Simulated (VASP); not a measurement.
# NaF (Fm-3m) in VASP: further runs

Aim: see how the results for NaF move with the level of theory and the settings. Levels: r2SCAN+rVV10, HSE06. Tasks: relaxation of cell and atoms, electrostatic potential.

Program: VASP 6.6.1. These are calculated values, not measurements. Logs are shortened: lines on timing, memory, paths and dates and some standing lists are left out, and cuts for length are marked.

## (1) The cell of the first run

It takes space group Fm-3m (No. 225, cubic). The conventional cell has a = 4.630 Å, b = 4.630 Å, c = 4.630 Å, α = 90.00°, β = 90.00°, γ = 90.00°. Na (site symmetry m-3m) has 6 F at 2.31 Å within 3.1 Å. F (site symmetry m-3m) has 6 Na at 2.31 Å within 3.1 Å.

## (2) Relaxation of cell and atoms, r2SCAN+rVV10

INCAR reads:

```
SYSTEM = NaF
ALGO = Normal ; BPARAM = 11.95
CPARAM = 0.0093 ; EDIFF = 1E-6
EDIFFG = -0.005 ; ENCUT = 600
IBRION = 2 ; ISIF = 3
ISMEAR = 0 ; IVDW_NL = 2
KPAR = 4 ; LASPH = .TRUE.
LCHARG = .FALSE. ; LMIXTAU = .TRUE.
LREAL = .FALSE. ; LUSE_VDW = .TRUE.
LWAVE = .FALSE. ; METAGGA = R2SCAN
NELM = 120 ; NSW = 60
PREC = Accurate ; SIGMA = 0.02
```

KPOINTS reads:

```
k-points
0
G
  10 10 10
  0 0 0
```

POSCAR reads:

```
NaF
1.0
    0.0000000000      2.3150000000      2.3150000000
    2.3150000000      0.0000000000      2.3150000000
    2.3150000000      2.3150000000      0.0000000000
Na F
1 1
Direct
    0.0000000000      0.0000000000      0.0000000000
    0.5000000000      0.5000000000      0.5000000000
```

Potentials or basis: VASP PAW PBE potentials, release 64 (Na_pv, F).

The run is started by

```bash
> cat potpaw_PBE.64/Na_pv/POTCAR potpaw_PBE.64/F/POTCAR > POTCAR
> mpirun -np 4 vasp_std > vasp.out
```

OUTCAR:

```text
SYSTEM = NaF
   BPARAM = 11.95
   EDIFF = 1E-6
   EDIFFG = -0.005
   ENCUT = 600
   IBRION = 2
   ISIF = 3
   ISMEAR = 0
   IVDW_NL = 2
   LASPH = .TRUE.
   LREAL = .FALSE.
   METAGGA = R2SCAN
   NELM = 120
   NSW = 60
   PREC = Accurate

 ion  position               nearest neighbor table
   1  0.000  0.000  0.000-   2 2.31   2 2.31   2 2.31   2 2.31   2 2.31   2 2.31
   2  0.500  0.500  0.500-   1 2.31   1 2.31   1 2.31   1 2.31   1 2.31   1 2.31

  LATTYP: Found a face centered cubic cell.
 ALAT       =     4.6300000000

  Lattice vectors:

 A1 = (   0.0000000000,   2.3150000000,   2.3150000000)
 A2 = (   2.3150000000,   0.0000000000,   2.3150000000)
 A3 = (   2.3150000000,   2.3150000000,   0.0000000000)

Analysis of symmetry for initial positions (statically):
=====================================================================
 Subroutine PRICEL returns:
 Original cell was already a primitive cell.

 Routine SETGRP: Setting up the symmetry group for a
 face centered cubic supercell.

 Subroutine GETGRP returns: Found 48 space group operations
 (whereof 48 operations were pure point group operations)
 out of a pool of 48 trial point group operations.

The static configuration has the point symmetry O_h .

Analysis of symmetry for dynamics (positions and initial velocities):
=====================================================================
 Subroutine PRICEL returns:
 Original cell was already a primitive cell.

 Routine SETGRP: Setting up the symmetry group for a
 face centered cubic supercell.

 Subroutine GETGRP returns: Found 48 space group operations
 (whereof 48 operations were pure point group operations)
 out of a pool of 48 trial point group operations.

The dynamic configuration has the point symmetry O_h .

 Subroutine INISYM returns: Found 48 space group operations
 (whereof 48 operations are pure point group operations),
 and found     1 'primitive' translations

----------------------------------------------------------------------------------------

                                     Primitive cell

  volume of cell :      24.8132

  direct lattice vectors                    reciprocal lattice vectors
     0.000000000  2.315000000  2.315000000    -0.215982721  0.215982721  0.215982721
     2.315000000  0.000000000  2.315000000     0.215982721 -0.215982721  0.215982721
     2.315000000  2.315000000  0.000000000     0.215982721  0.215982721 -0.215982721

  length of vectors
     3.273904397  3.273904397  3.273904397     0.374093047  0.374093047  0.374093047

  position of ions in fractional coordinates (direct lattice)
     0.000000000  0.000000000  0.000000000
     0.500000000  0.500000000  0.500000000

  ion indices of the primitive-cell ions
   primitive index   ion index
                 1           1
                 2           2

----------------------------------------------------------------------------------------

 KPOINTS: k-points

Automatic generation of k-mesh.
 Grid dimensions read from file:
 generate k-points for:   10   10   10

 Generating k-lattice:

  Cartesian coordinates                     Fractional coordinates (reciprocal lattice)
    -0.021598272  0.021598272  0.021598272     0.100000000  0.000000000  0.000000000
     0.021598272 -0.021598272  0.021598272     0.000000000  0.100000000  0.000000000
     0.021598272  0.021598272 -0.021598272     0.000000000  0.000000000  0.100000000

  Length of vectors
     0.037409305  0.037409305  0.037409305

  Shift w.r.t. Gamma in fractional coordinates (k-lattice)
     0.000000000  0.000000000  0.000000000

 Subroutine IBZKPT returns following result:
 ===========================================

 Found     47 irreducible k-points:

 Following reciprocal coordinates:
            Coordinates               Weight
  0.000000  0.000000  0.000000      1.000000
  0.100000  0.000000  0.000000      8.000000
  0.200000  0.000000  0.000000      8.000000
  0.300000  0.000000  0.000000      8.000000
  0.400000  0.000000  0.000000      8.000000
  0.500000  0.000000  0.000000      4.000000
[... 16 lines left out ...]
  0.300000  0.300000  0.000000      6.000000
  0.400000  0.300000  0.000000     24.000000
 [... further k-points ...]
   k-points           NKPTS =     47   k-points in BZ     NKDIM =     47   number of bands    NBANDS=     11
   number of dos      NEDOS =    301   number of ions     NIONS =      2
   total plane-waves  NPLWV =  21952
   dimension x,y,z NGX =    28 NGY =   28 NGZ =   28
   dimension x,y,z NGXF=    56 NGYF=   56 NGZF=   56
   ions per type =               1   1
   NGX,Y,Z   is equivalent  to a cutoff of  14.22, 14.22, 14.22 a.u.
   NGXF,Y,Z  is equivalent  to a cutoff of  28.44, 28.44, 28.44 a.u.
 SYSTEM =  NaF
   PREC   = accura    normal or accurate (medium, high low for compatibility)
   ISTART =      0    job   : 0-new  1-cont  2-samecut
   ICHARG =      2    charge: 1-file 2-atom 10-const
   ISPIN  =      1    spin polarized calculation?
   LNONCOLLINEAR =      F non collinear calculations
   LSORBIT =      F    spin-orbit coupling
   LASPH  =      T    aspherical Exc in radial PAW
   ENCUT  =  600.0 eV  44.10 Ry    6.64 a.u.   6.54  6.54  6.54*2*pi/ulx,y,z
   NELM   =    120;   NELMIN=  2; NELMDL= -5     # of ELM steps
   EDIFF  = 0.1E-05   stopping-criterion for ELM
   LREAL  =      F    real-space projection
   EDIFFG = -.5E-02   stopping-criterion for IOM
   NSW    =     60    number of steps for IOM
   IBRION =      2    ionic relax: 0-MD 1-quasi-New 2-CG
   NFREE  =      1    steps in history (QN), initial steepest desc. (CG)
   ISIF   =      3    stress and relaxation
   ISYM   =      2    0-nonsym 1-usesym 2-fastsym
   POTIM  = 0.5000    time-step for ionic-motion
   TEBEG  =    0.0;   TEEND  =   0.0 temperature during run
   PSTRESS=    0.0 pullay stress
   NELECT =      14.0000    total number of electrons
   NUPDOWN=      -1.0000    fix difference up-down
   EMIN   =  10.00;   EMAX   =-10.00  energy-range for DOS
   EFERMI =   0.00;   METHOD = LEGACY
   ISMEAR =     0;   SIGMA  =   0.02  broadening in eV -4-tet -1-fermi 0-gaus
   EFERMI_NEDOS =   21; number of points for ismear=-14 and -15
   IALGO  =     38    algorithm
   IMIX   =      4    mixing-type and parameters
     AMIX     =   0.40;   BMIX     =  1.00
     AMIX_MAG =   1.60;   BMIX_MAG =  1.00
  volume/ion in A,a.u.               =      12.41        83.72
  Fermi-wavevector in a.u.,A,eV,Ry     =   1.352768  2.556360 24.898391  1.829980
  Thomas-Fermi vector in A             =   2.480079
   LORBIT       =      0    0 simple, 1 ext, 2 COOP (PROOUT), +10 PAW based schemes
   METAGGA = R2SCAN    functional components
   LHFCALC =     F    Hartree Fock is set to
   AEXX    =    0.0000 exact exchange contribution
   IVDW_NL    =     2    kernel type
   BPARAM     =11.9500
   IVDW    =     0    specifies the selected vdW correction
   LEPSILON=     F    determine dielectric tensor
   LRPA    =     F    only Hartree local field effects (RPA)
 conjugate gradient relaxation of ions
 non-spin polarized calculation
 Gauss-broadening in eV      SIGMA  =   0.02
  energy-cutoff  :      600.00
  volume of cell :       24.81
 maximum number of plane-waves:       869
 NGX is ok and might be reduce to    28
   NGX = 13   NGY = 13   NGZ = 13

--------------------------------------- Ionic step        1  -------------------------------------------

 number of electron      14.0000006 magnetization

 Free energy of the ion-electron system (eV)
  ---------------------------------------------------
  ext. energy  EPLUGINS =         0.00000000
  ---------------------------------------------------
  free energy    TOTEN  =       -12.08460422 eV

  energy without entropy =      -12.08460422  energy(sigma->0) =      -12.08460422

 E-fermi :  -2.5132     XC(G=0):  -9.8482

 val. band max:       -2.7267750242   @ k =   0.0000   0.0000   0.0000
 cond. band min:       4.3783277754   @ k =   0.0000   0.0000   0.0000
 fundamental gap:      7.1051027996
 Fermi energy:        -2.5132214155

 k-point     1 :       0.0000    0.0000    0.0000
  band No.  band energies     occupation
      1     -23.0279      2.00000
      2     -22.1758      2.00000
      3     -22.1754      2.00000
      4     -22.1754      2.00000
      5      -2.7268      2.00000
      6      -2.7268      2.00000
      7      -2.7268      2.00000
      8       4.3783      0.00000
      9      17.0084      0.00000
     10      17.0084      0.00000
     11      17.0084      0.00000

 k-point     2 :       0.1000    0.0000    0.0000
  band No.  band energies     occupation
      1     -23.0799      2.00000
      2     -22.1768      2.00000
      3     -22.1765      2.00000
      4     -22.1108      2.00000
      5      -2.9155      2.00000
      6      -2.7528      2.00000
      7      -2.7528      2.00000
      8       4.7342      0.00000
      9      15.6662      0.00000
     10      17.1845      0.00000
     11      17.1846      0.00000
[... 774 lines left out ...]
 VOLUME and BASIS-vectors are now :
 -----------------------------------------------------------------------------
  energy-cutoff  :      600.00
  volume of cell :       23.06
      direct lattice vectors                 reciprocal lattice vectors
     0.000000000  2.259183636  2.259183636    -0.221318884  0.221318884  0.221318884
     2.259183636  0.000000000  2.259183636     0.221318884 -0.221318884  0.221318884
     2.259183636  2.259183636 -0.000000000     0.221318884  0.221318884 -0.221318884

 POSITION                                       TOTAL-FORCE (eV/Angst)
 -----------------------------------------------------------------------------------
      2.25918      2.25918      4.51837        -0.000000     -0.000000     -0.000000
      2.25918      2.25918      2.25918         0.000000      0.000000      0.000000
 -----------------------------------------------------------------------------------
    total drift:                                0.000000      0.000000      0.000000

  FREE ENERGIE OF THE ION-ELECTRON SYSTEM (eV)
  ---------------------------------------------------
  free  energy   TOTEN  =       -12.0960166873 eV

  energy  without entropy=      -12.0960166873  energy(sigma->0) =      -12.09601669

--------------------------------------- Ionic step        5  -------------------------------------------

 number of electron      13.9999998 magnetization

 Free energy of the ion-electron system (eV)
  ---------------------------------------------------
  ext. energy  EPLUGINS =         0.00000000
  ---------------------------------------------------
  free energy    TOTEN  =       -12.09734112 eV

  energy without entropy =      -12.09734112  energy(sigma->0) =      -12.09734112

 E-fermi :  -2.3950     XC(G=0): -10.1357

 val. band max:       -2.4955895495   @ k =   0.0000   0.0000   0.0000
 cond. band min:       4.9221427274   @ k =   0.0000   0.0000   0.0000
 fundamental gap:      7.4177322769
 Fermi energy:        -2.3949994425

 k-point     1 :       0.0000    0.0000    0.0000
  band No.  band energies     occupation
      1     -22.8878      2.00000
      2     -21.7846      2.00000
      3     -21.7843      2.00000
      4     -21.7843      2.00000
      5      -2.4956      2.00000
      6      -2.4956      2.00000
      7      -2.4956      2.00000
      8       4.9221      0.00000
      9      17.6254      0.00000
     10      17.6254      0.00000
     11      17.6255      0.00000

 k-point     2 :       0.1000    0.0000    0.0000
  band No.  band energies     occupation
      1     -22.9363      2.00000
      2     -21.7857      2.00000
      3     -21.7854      2.00000
      4     -21.7212      2.00000
      5      -2.6982      2.00000
      6      -2.5246      2.00000
      7      -2.5246      2.00000
      8       5.2918      0.00000
      9      16.2674      0.00000
     10      17.8161      0.00000
     11      17.8162      0.00000
[... 321 lines left out ...]
 VOLUME and BASIS-vectors are now :
 -----------------------------------------------------------------------------
  energy-cutoff  :      600.00
  volume of cell :       23.53
      direct lattice vectors                 reciprocal lattice vectors
     0.000000000  2.274305672  2.274305672    -0.219847317  0.219847317  0.219847317
     2.274305672  0.000000000  2.274305672     0.219847317 -0.219847317  0.219847317
     2.274305672  2.274305672 -0.000000000     0.219847317  0.219847317 -0.219847317

 POSITION                                       TOTAL-FORCE (eV/Angst)
 -----------------------------------------------------------------------------------
      0.00000      0.00000     -0.00000         0.000000     -0.000000     -0.000000
      2.27431      2.27431      2.27431        -0.000000      0.000000      0.000000
 -----------------------------------------------------------------------------------
    total drift:                                0.000000      0.000000      0.000000

  FREE ENERGIE OF THE ION-ELECTRON SYSTEM (eV)
  ---------------------------------------------------
  free  energy   TOTEN  =       -12.0973411154 eV

  energy  without entropy=      -12.0973411154  energy(sigma->0) =      -12.09734112

 reached required accuracy - stopping structural energy minimisation
```

It took 7.1 min on 4 MPI ranks of Intel Xeon Platinum 8175M at 2.50GHz (Skylake/Cascade Lake), shared host; peak memory 0.26 GiB.

Results:

* Free energy: -12.0973 eV
* Relaxed volume: 11.76 Å³/atom
* Relaxed cell: a = 3.216 Å, b = 3.216 Å, c = 3.216 Å, α = 60.00°, β = 60.00°, γ = 60.00°
* Space group after relaxing (to 0.1 Å): Fm-3m (No. 225)
* Energy gained by relaxing: 6.4 meV/atom
* Ionic steps: 5
* Pressure after relaxing: 0.0 GPa
* Band gap on the k mesh: 7.42 eV

The path:
```
step  energy change (eV)  largest force (eV/Å)  pressure (GPa)  volume (Å³)
   1              0.0000                0.0000           -2.79        24.81
   2             -0.0103                0.0000           -1.24        24.05
   3             -0.0123                0.0000           -0.46        23.71
   4             -0.0114                0.0000            1.19        23.06
   5             -0.0127                0.0000            0.01        23.53
```

Final structure:
```cif
data_structure
_symmetry_space_group_name_H-M 'P 1'
_symmetry_Int_Tables_number 1
_cell_length_a 3.2164
_cell_length_b 3.2164
_cell_length_c 3.2164
_cell_angle_alpha 60.000
_cell_angle_beta 60.000
_cell_angle_gamma 60.000
_cell_volume 23.53
loop_
_atom_site_label
_atom_site_type_symbol
_atom_site_fract_x
_atom_site_fract_y
_atom_site_fract_z
_atom_site_occupancy
Na1 Na 0.00000 0.00000 0.00000 1
F1 F 0.50000 0.50000 0.50000 1
```

Caveat: the PAW data sets were made with another functional, which shifts forces and pressure a little. A k mesh can miss the band edges.

## (3) Electrostatic potential, r2SCAN+rVV10

This run uses another cell than the first one, of 11.76 Å³/atom.

INCAR reads:

```
PREC = Accurate
ENCUT = 520
EDIFF = 1E-6
ISMEAR = 0
SIGMA = 0.02
LREAL = False
LASPH = True
NELM = 80
ALGO = Normal
ISIF = 2
LWAVE = False
LCHARG = True
METAGGA = R2SCAN
LMIXTAU = True
LUSE_VDW = True
IVDW_NL = 2
BPARAM = 11.95
CPARAM = 0.0093
LVHAR = True
KPAR = 4
```

KPOINTS reads:

```
regular mesh
0
Gamma
  10 10 10
```

POSCAR reads:

```
NaF                                     
1.0
    0.0000000000      2.2743056719      2.2743056719
    2.2743056719      0.0000000000      2.2743056719
    2.2743056719      2.2743056719     -0.0000000000
  Na              F             
     1     1
Direct
     0.0000000000000000    0.0000000000000000    0.0000000000000000
     0.5000000000000000    0.5000000000000000    0.5000000000000000
```

Potentials or basis: VASP PAW PBE potentials, release 64 (Na_pv, F).

The run is started by

```bash
> cat potpaw_PBE.64/Na_pv/POTCAR potpaw_PBE.64/F/POTCAR > POTCAR
> mpirun -np 4 vasp_std > vasp.out
```

Run time: 64 s. Hardware: 4 MPI ranks of Intel Xeon Platinum 8175M at 2.50GHz (Skylake/Cascade Lake), shared host; peak memory 0.2 GiB.

The run converged. Its results:

```yaml
Free_energy: -12.0916 eV
Pressure: 0.1 GPa
Band_gap_on_the_k_mesh: 7.42 eV
```

Levels at points of the mesh, in eV from the valence-band top:
| k point | band 3 | band 4 | band 5 | band 6 | band 7 | band 8 | band 9 | band 10 | band 11 |
| --- | --- | --- | --- | --- | --- | --- | --- | --- | --- |
| (0.00, 0.00, 0.00) | -19.29 | -19.29 | 0.00 | 0.00 | 0.00 | 7.42 | 20.12 | 20.12 | 20.12 |
| (0.50, 0.00, 0.00) | -19.30 | -18.77 | -1.69 | -0.30 | -0.30 | 11.91 | 13.83 | 21.98 | 21.98 |
| (0.50, 0.50, 0.00) | -19.35 | -19.35 | -1.36 | -0.43 | -0.43 | 14.02 | 14.47 | 15.37 | 21.81 |

Caveat: the PAW data sets were made with another functional, which shifts forces and pressure a little. A k mesh can miss the band edges.

## (4) Electrostatic potential, HSE06

This run uses another cell than the first one, of 11.76 Å³/atom.

POSCAR is that of step 3.

INCAR.step1 reads:

```
PREC = Accurate
ENCUT = 520
EDIFF = 1E-5
ISMEAR = 0
SIGMA = 0.02
LREAL = False
LASPH = True
NELM = 80
ALGO = Normal
ISIF = 2
LWAVE = True
GGA = PE
KPAR = 4
```

INCAR.step2 reads:

```
PREC = Accurate
ENCUT = 520
EDIFF = 1E-6
ISMEAR = 0
SIGMA = 0.02
LREAL = False
LASPH = True
NELM = 80
ALGO = Normal
ISIF = 2
LWAVE = False
LCHARG = True
GGA = PE
LHFCALC = True
HFSCREEN = 0.2
PRECFOCK = Fast
LVHAR = True
ISTART = 1
KPAR = 4
```

KPOINTS reads:

```
regular mesh
0
Gamma
  8 8 8
```

The run is started by

```bash
> cat potpaw_PBE.64/Na_pv/POTCAR potpaw_PBE.64/F/POTCAR > POTCAR
> cp INCAR.step1 INCAR
> mpirun -np 4 vasp_std > vasp.out
> cp INCAR.step2 INCAR
> mpirun -np 4 vasp_std > vasp.out
```

Wall time 4.5 min (4 MPI ranks of Intel Xeon Platinum 8175M at 2.50GHz (Skylake/Cascade Lake), shared host); peak memory 0.24 GiB.

The run converged. Its results:

* Free energy: -10.3129 eV
* Pressure: 3.5 GPa
* Band gap on the k mesh: 8.82 eV

Levels at points of the mesh, in eV from the valence-band top:
```csv
k point,band 4,band 5,band 6,band 7,band 8,band 9,band 10,band 11
"(0.00, 0.00, 0.00)",-20.19,0.00,0.00,0.00,8.82,21.82,21.82,21.82
"(0.50, 0.00, 0.00)",-19.47,-1.75,-0.30,-0.30,13.40,15.38,23.23,23.23
"(0.50, 0.50, 0.00)",-20.26,-1.42,-0.46,-0.46,15.73,16.05,16.60,23.19
```

Caveat: the cell stands under pressure; the PAW data sets were made with another functional, which shifts forces and pressure a little.

## (5) The runs side by side

```tsv
task	level	cell	k mesh	cutoff (eV)	grid for exact exchange (PRECFOCK)	share of exact exchange	screening parameter	gap on the mesh (eV)	pressure (GPa)
relaxation of cell and atoms	r2SCAN+rVV10	relaxed from a = 3.274 Å, angles 60.0°, 2 atoms	10 × 10 × 10	600	-	-	-	7.42	0.0
electrostatic potential	r2SCAN+rVV10	a = 3.216 Å, angles 60.0°, 2 atoms	10 × 10 × 10	520	-	-	-	7.42	0.1
electrostatic potential	HSE06	a = 3.216 Å, angles 60.0°, 2 atoms	8 × 8 × 8	520	Fast	0.25	0.2 1/Å	8.82	3.5
```

Alike in all rows: potentials or basis VASP PAW PBE potentials, release 64 (Na_pv, F); no spin polarisation; smearing gaussian 0.02 eV.

Caveats: the PAW data sets were made with another functional, which shifts forces and pressure a little; the cell stands under pressure (at least some runs).

Absolute energies hang on the potentials; compare differences alone.
